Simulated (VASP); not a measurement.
Ga:

```
Ga
1.0
     1.41012   -4.10547    0.00000
     1.41012    4.10547    0.00000
    -0.11975    0.00000    3.39524
Ga
2
Cartesian
  1.3203 3.0298 2.5464
  1.3802 -3.0298 0.8488
```

Base run:

| Property | Result |
| --- | --- |
| Program | VASP 6.6.1 |
| Functional | PBEsol |
| Potentials or basis | VASP PAW PBE potentials, release 64 (Ga_d) |
| Cutoff | 520 eV |
| k mesh | 10 × 10 × 8 |
| Occupations | fermi-dirac, width 0.05 eV |
| Spin | no spin polarisation |

Its results: band gap on the k mesh zero (band 13 reaches 8.82 eV, above the bottom of band 14 at 0.85 eV); pressure -4.5 GPa; largest force 0.169 eV/Å.

The run is repeated on the same cell with these changes: functional from PBEsol to PBE. What comes out?

Band gap on the k mesh zero (band 13 reaches 8.98 eV, above the bottom of band 14 at 1.02 eV); pressure -1.3 GPa; largest force 0.176 eV/Å.

PBE binds less tightly than PBEsol, so the same cell stands under more pressure.

Caveats: the PAW data sets were made with another functional, which shifts forces and pressure a little (some runs).
